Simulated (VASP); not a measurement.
# La2O3 (P-62m) in VASP: further runs, part 2 of 2

VASP 6.6.1. The steps go on from the part before.

## Step 5: Single point, PBEsol+D3(BJ)

This run uses another cell than the first one, of 21.55 Å³/atom, 1.057 times its volume.

File INCAR:

```
SYSTEM = La2O3
ALGO = Normal ; EDIFF = 1E-6
ENCUT = 520 ; GGA = PS
ISIF = 2 ; ISMEAR = 0
IVDW = 12 ; LASPH = .True.
LCHARG = .False. ; LREAL = .False.
LWAVE = .False. ; NBANDS = 28
NELM = 60 ; PREC = Accurate
SIGMA = 0.01
```

File KPOINTS:

```
k-points
0
Gamma
  3 3 6
  0 0 0
```

File POSCAR:

```
La2O3
1.0
    6.2005899667      0.0000000000      0.0000000000
   -3.1002949833      5.3698684296      0.0000000000
    0.0000000000      0.0000000000      3.2364197158
La O
2 3
Direct
    0.3333333333      0.6666666667      0.5000000000
    0.6666666667      0.3333333333      0.5000000000
    0.4998926184      0.4998926184      0.0000000000
    0.0000000000      0.5001073816      0.0000000000
    0.5001073816      0.0000000000      0.0000000000
```

On the command line:

```sh
$ cat potpaw_PBE.64/La/POTCAR potpaw_PBE.64/O/POTCAR > POTCAR
$ mpirun -np 1 vasp_std > vasp.out
```

It took 44 s on 1 thread of Intel Xeon Platinum 8488C (Sapphire Rapids), shared host; peak memory 0.24 GiB.

It converged, with:

```yaml
Free_energy: -43.4587 eV
Pressure: 1.8 GPa
Band_gap_on_the_k_mesh: 1.21 eV, indirect (least direct gap 1.86 eV)
Dispersion_energy_per_atom: -0.208 eV
```

Levels at points of the mesh, in eV from the valence-band top:
```
           k point  band 17  band 18  band 19  band 20  band 21  band 22  band 23  band 24
(0.00, 0.00, 0.00)    -1.22    -1.22    -1.02    -0.66     1.21     3.35     3.94     3.94
(0.00, 0.00, 0.50)    -1.52    -1.52    -0.60     0.00     4.32     4.33     4.33     4.37
```

Caveat: the PAW data sets were made with another functional, which shifts forces and pressure a little; spin-orbit coupling is left out, which moves the levels of the heavy elements. A k mesh can miss the band edges.

## Step 6: Single point, PBEsol+D3(BJ)

This run uses another cell than the first one, of 22.00 Å³/atom, 1.079 times its volume.

File INCAR:

```
PREC = Accurate ; ENCUT = 520
EDIFF = 1E-6 ; ISMEAR = 0
SIGMA = 0.01 ; LREAL = False
LASPH = True ; NELM = 60
ALGO = Normal ; ISIF = 2
LWAVE = False ; LCHARG = True
GGA = PS ; IVDW = 12
LELF = True ; LVHAR = True
NBANDS = 28
```

File KPOINTS:

```
regular mesh
0
Gamma
  3 3 6
```

File POSCAR:

```
La2O3
1.0
    6.2569507984      0.0000000000      0.0000000000
   -3.1284753992      5.4186783416      0.0000000000
    0.0000000000      0.0000000000      3.2447235303
La O
2 3
Direct
    0.3333333333      0.6666666667      0.5000000000
    0.6666666667      0.3333333333      0.5000000000
    0.4997055648      0.4997055648      0.0000000000
    0.0000000000      0.5002944352      0.0000000000
    0.5002944352      0.0000000000      0.0000000000
```

Potentials or basis: VASP PAW PBE potentials, release 64 (La, O).

On the command line:

```sh
$ cat potpaw_PBE.64/La/POTCAR potpaw_PBE.64/O/POTCAR > POTCAR
$ mpirun -np 1 vasp_std > vasp.out
```

OUTCAR:

```text
PREC = Accurate
   ENCUT = 520
   EDIFF = 1E-6
   ISMEAR = 0
   LREAL = False
   LASPH = True
   NELM = 60
   ISIF = 2
   GGA = PS
   IVDW = 12
 IVDW          = 12

 ion  position               nearest neighbor table
   1  0.333  0.667  0.500-   5 2.43   5 2.43   4 2.43   4 2.43   3 2.43   3 2.43   2 3.61   2 3.61
                             2 3.61
   2  0.667  0.333  0.500-   5 2.43   5 2.43   4 2.43   4 2.43   3 2.43   3 2.43   1 3.61   1 3.61
                             1 3.61
   3  0.500  0.500  0.000-   1 2.43   1 2.43   2 2.43   2 2.43
   4  0.000  0.500  0.000-   1 2.43   1 2.43   2 2.43   2 2.43
   5  0.500  0.000  0.000-   2 2.43   2 2.43   1 2.43   1 2.43

  LATTYP: Found a hexagonal cell.
 ALAT       =     6.2569507984
 C/A-ratio  =     0.5185790387

  Lattice vectors:

 A1 = (   6.2569507984,   0.0000000000,   0.0000000000)
 A2 = (  -3.1284753992,   5.4186783416,   0.0000000000)
 A3 = (   0.0000000000,   0.0000000000,   3.2447235303)

Analysis of symmetry for initial positions (statically):
=====================================================================
 Subroutine PRICEL returns:
 Original cell was already a primitive cell.

 Routine SETGRP: Setting up the symmetry group for a
 hexagonal supercell.

 Subroutine GETGRP returns: Found 12 space group operations
 (whereof 12 operations were pure point group operations)
 out of a pool of 24 trial point group operations.

The static configuration has the point symmetry D_3h.

Analysis of symmetry for dynamics (positions and initial velocities):
=====================================================================
 Subroutine PRICEL returns:
 Original cell was already a primitive cell.

 Routine SETGRP: Setting up the symmetry group for a
 hexagonal supercell.

 Subroutine GETGRP returns: Found 12 space group operations
 (whereof 12 operations were pure point group operations)
 out of a pool of 24 trial point group operations.

The dynamic configuration has the point symmetry D_3h.

 Subroutine INISYM returns: Found 12 space group operations
 (whereof 12 operations are pure point group operations),
 and found     1 'primitive' translations

----------------------------------------------------------------------------------------

                                     Primitive cell

  volume of cell :     110.0104

  direct lattice vectors                    reciprocal lattice vectors
     6.256950798  0.000000000  0.000000000     0.159822257  0.092273423  0.000000000
    -3.128475399  5.418678342  0.000000000     0.000000000  0.184546846  0.000000000
     0.000000000  0.000000000  3.244723530     0.000000000  0.000000000  0.308192667

  length of vectors
     6.256950798  6.256950798  3.244723530     0.184546846  0.184546846  0.308192667

  position of ions in fractional coordinates (direct lattice)
     0.333333333  0.666666667  0.500000000
     0.666666667  0.333333333  0.500000000
     0.499705565  0.499705565  0.000000000
     1.000000000  0.500294435  0.000000000
     0.500294435  0.000000000  0.000000000

  ion indices of the primitive-cell ions
   primitive index   ion index
                 1           1
                 2           2
                 3           3
[... 32 lines left out ...]
  0.333333 -0.000000  0.000000      6.000000
  0.333333  0.333333  0.000000      2.000000
  0.000000  0.000000  0.166667      2.000000
  0.333333 -0.000000  0.166667     12.000000
  0.333333  0.333333  0.166667      4.000000
  0.000000  0.000000  0.333333      2.000000
  0.333333 -0.000000  0.333333     12.000000
  0.333333  0.333333  0.333333      4.000000
  0.000000  0.000000  0.500000      1.000000
  0.333333 -0.000000  0.500000      6.000000
  0.333333  0.333333  0.500000      2.000000
   k-points           NKPTS =     12   k-points in BZ     NKDIM =     12   number of bands    NBANDS=     28
   number of dos      NEDOS =    301   number of ions     NIONS =      5
   total plane-waves  NPLWV =  55296
   dimension x,y,z NGX =    48 NGY =   48 NGZ =   24
   dimension x,y,z NGXF=    96 NGYF=   96 NGZF=   48
   ions per type =               2   3
   NGX,Y,Z   is equivalent  to a cutoff of  12.75, 12.75, 12.30 a.u.
   NGXF,Y,Z  is equivalent  to a cutoff of  25.51, 25.51, 24.59 a.u.
 SYSTEM =  unknown system
   PREC   = accura    normal or accurate (medium, high low for compatibility)
   ISTART =      0    job   : 0-new  1-cont  2-samecut
   ICHARG =      2    charge: 1-file 2-atom 10-const
   ISPIN  =      1    spin polarized calculation?
   LNONCOLLINEAR =      F non collinear calculations
   LSORBIT =      F    spin-orbit coupling
   LASPH  =      T    aspherical Exc in radial PAW
   ENCUT  =  520.0 eV  38.22 Ry    6.18 a.u.  11.63 11.63  6.03*2*pi/ulx,y,z
   NELM   =     60;   NELMIN=  2; NELMDL= -5     # of ELM steps
   EDIFF  = 0.1E-05   stopping-criterion for ELM
   LREAL  =      F    real-space projection
   EDIFFG = 0.1E-04   stopping-criterion for IOM
   NSW    =      0    number of steps for IOM
   IBRION =     -1    ionic relax: 0-MD 1-quasi-New 2-CG
   NFREE  =      0    steps in history (QN), initial steepest desc. (CG)
   ISIF   =      2    stress and relaxation
   ISYM   =      2    0-nonsym 1-usesym 2-fastsym
   POTIM  = 0.5000    time-step for ionic-motion
   TEBEG  =    0.0;   TEEND  =   0.0 temperature during run
   PSTRESS=    0.0 pullay stress
   NELECT =      40.0000    total number of electrons
   NUPDOWN=      -1.0000    fix difference up-down
   EMIN   =  10.00;   EMAX   =-10.00  energy-range for DOS
   EFERMI =   0.00;   METHOD = LEGACY
   ISMEAR =     0;   SIGMA  =   0.01  broadening in eV -4-tet -1-fermi 0-gaus
   EFERMI_NEDOS =   21; number of points for ismear=-14 and -15
   IALGO  =     38    algorithm
   IMIX   =      4    mixing-type and parameters
     AMIX     =   0.40;   BMIX     =  1.00
     AMIX_MAG =   1.60;   BMIX_MAG =  1.00
  volume/ion in A,a.u.               =      22.00       148.48
  Fermi-wavevector in a.u.,A,eV,Ry     =   1.168468  2.208085 18.576278  1.365318
  Thomas-Fermi vector in A             =   2.304954
   LORBIT       =      0    0 simple, 1 ext, 2 COOP (PROOUT), +10 PAW based schemes
   GGA     = PS    functional components
   LHFCALC =     F    Hartree Fock is set to
   AEXX    =    0.0000 exact exchange contribution
   IVDW    =    12    specifies the selected vdW correction
   LEPSILON=     F    determine dielectric tensor
   LRPA    =     F    only Hartree local field effects (RPA)
 non-spin polarized calculation
 Gauss-broadening in eV      SIGMA  =   0.01
  energy-cutoff  :      520.00
  volume of cell :      110.01
 maximum number of plane-waves:      3012
 NGX is ok and might be reduce to    48
   NGX = 23   NGY = 23   NGZ = 13

 number of electron      39.9999969 magnetization

 Free energy of the ion-electron system (eV)
  ---------------------------------------------------
  ext. energy  EPLUGINS =         0.00000000
  ---------------------------------------------------
  free energy    TOTEN  =       -42.45676876 eV

  energy without entropy =      -42.45676876  energy(sigma->0) =      -42.45676876

 E-fermi :   3.5858     XC(G=0):  -8.5468

 val. band max:        3.5390421870   @ k =   0.0000   0.0000   0.5000
 cond. band min:       4.8508355824   @ k =   0.0000   0.0000   0.0000
 fundamental gap:      1.3117933954
 Fermi energy:         3.5858025438

 k-point     1 :       0.0000    0.0000    0.0000
  band No.  band energies     occupation
      1     -27.0140      2.00000
      2     -26.7699      2.00000
      3     -14.1655      2.00000
      4     -14.1655      2.00000
      5     -12.3864      2.00000
      6     -10.5578      2.00000
[... 361 lines left out ...]
     27       8.3650      0.00000
     28       8.3722      0.00000

------------------------ aborting loop because EDIFF is reached ----------------------------------------

 Edisp (eV)   -1.01506

 E8    (eV) :    -0.7331

  FORCE on cell =-STRESS in cart. coord.  units (eV):
  Direction    XX          YY          ZZ          XY          YZ          ZX
  --------------------------------------------------------------------------------------
  -------------------------------------------------------------------------------------
  Total      -0.11241    -0.11241    -0.12860     0.00000     0.00000     0.00000
  in kB      -1.63718    -1.63718    -1.87286     0.00000     0.00000     0.00000
  external pressure =       -1.72 kB  Pullay stress =        0.00 kB

 VOLUME and BASIS-vectors are now :
 -----------------------------------------------------------------------------
  energy-cutoff  :      520.00
  volume of cell :      110.01
      direct lattice vectors                 reciprocal lattice vectors
     6.256950798  0.000000000  0.000000000     0.159822257  0.092273423  0.000000000
    -3.128475399  5.418678342  0.000000000     0.000000000  0.184546846  0.000000000
     0.000000000  0.000000000  3.244723530     0.000000000  0.000000000  0.308192667

 POSITION                                       TOTAL-FORCE (eV/Angst)
 -----------------------------------------------------------------------------------
     -0.00000      3.61245      1.62236        -0.000000     -0.000000     -0.000000
      3.12848      1.80623      1.62236        -0.000000     -0.000000     -0.000000
      1.56332      2.70774      0.00000         0.000910      0.001576      0.000000
     -1.56516      2.71093      0.00000         0.000910     -0.001576      0.000000
      3.13032      0.00000      0.00000        -0.001820     -0.000000     -0.000000
 -----------------------------------------------------------------------------------
    total drift:                               -0.000000     -0.000000     -0.000000

  FREE ENERGIE OF THE ION-ELECTRON SYSTEM (eV)
  ---------------------------------------------------
  free  energy   TOTEN  =       -43.4718299188 eV

  energy  without entropy=      -43.4718299188  energy(sigma->0) =      -43.47182992
```

OSZICAR:

```text
N       E                     dE             d eps       ncg     rms          rms(c)
DAV:   1     0.540977944331E+03    0.54098E+03   -0.15885E+04   672   0.205E+03
DAV:   2     0.108441637700E+03   -0.43254E+03   -0.41208E+03   904   0.345E+02
DAV:   3    -0.269925236026E+02   -0.13543E+03   -0.13256E+03  1064   0.224E+02
DAV:   4    -0.480123308648E+02   -0.21020E+02   -0.20453E+02  1192   0.820E+01
DAV:   5    -0.491667712785E+02   -0.11544E+01   -0.11535E+01  1172   0.215E+01    0.147E+01
DAV:   6    -0.430983359096E+02    0.60684E+01   -0.52618E+01  1072   0.384E+01    0.790E+00
DAV:   7    -0.427389142209E+02    0.35942E+00   -0.56629E+00  1296   0.218E+01    0.358E+00
DAV:   8    -0.424637095337E+02    0.27520E+00   -0.11260E+00  1232   0.898E+00    0.120E+00
DAV:   9    -0.424322736175E+02    0.31436E-01   -0.28358E-01  1240   0.375E+00    0.426E-01
DAV:  10    -0.424501263099E+02   -0.17853E-01   -0.25821E-02  1144   0.119E+00    0.154E-01
DAV:  11    -0.424550509716E+02   -0.49247E-02   -0.64283E-03  1008   0.404E-01    0.131E-01
DAV:  12    -0.424565987190E+02   -0.15477E-02   -0.27550E-03  1000   0.421E-01    0.421E-02
DAV:  13    -0.424567463536E+02   -0.14763E-03   -0.11107E-03  1184   0.210E-01    0.348E-02
DAV:  14    -0.424567594746E+02   -0.13121E-04   -0.18346E-04  1152   0.967E-02    0.881E-03
DAV:  15    -0.424567686373E+02   -0.91628E-05   -0.21973E-05  1160   0.316E-02    0.687E-03
DAV:  16    -0.424567686656E+02   -0.28288E-07   -0.20405E-05  1176   0.270E-02    0.412E-03
DAV:  17    -0.424567687555E+02   -0.89908E-07   -0.26451E-06   952   0.123E-02
   1 F= -.43471830E+02 E0= -.43471830E+02  d E =-.333463E-13
```

It took 45 s on 1 thread of Intel Xeon Platinum 8488C (Sapphire Rapids), shared host; peak memory 0.25 GiB.

Results:

```yaml
Free_energy: -43.4718 eV
Pressure: -0.2 GPa
Band_gap_on_the_k_mesh: 1.31 eV, indirect (least direct gap 1.90 eV)
Dispersion_energy_per_atom: -0.203 eV
```

Caveat: the PAW data sets were made with another functional, which shifts forces and pressure a little; spin-orbit coupling is left out, which moves the levels of the heavy elements. A k mesh can miss the band edges.

## Step 7: The runs side by side

```csv
cell,gap on the mesh (eV),pressure (GPa)
"a = 6.048, b = 6.048, c = 3.220 Å, angles 90.0, 90.0, 120.0°, 5 atoms",0.91,7.8
"a = 6.097, b = 6.097, c = 3.224 Å, angles 90.0, 90.0, 120.0°, 5 atoms",1.01,5.8
"a = 6.148, b = 6.148, c = 3.230 Å, angles 90.0, 90.0, 120.0°, 5 atoms",1.11,3.8
"a = 6.201, b = 6.201, c = 3.236 Å, angles 90.0, 90.0, 120.0°, 5 atoms",1.21,1.8
"a = 6.257, b = 6.257, c = 3.245 Å, angles 90.0, 90.0, 120.0°, 5 atoms",1.31,-0.2
```

Alike in all rows: task single point; level PBEsol+D3(BJ); potentials or basis VASP PAW PBE potentials, release 64 (La, O); no spin polarisation; k mesh 3 × 3 × 6; cutoff (eV) 520; smearing gaussian 0.01 eV.

Caveats: the PAW data sets were made with another functional, which shifts forces and pressure a little; spin-orbit coupling is left out, which moves the levels of the heavy elements.

Total energies depend on the potentials used, so only differences within one code and one set of settings carry meaning.
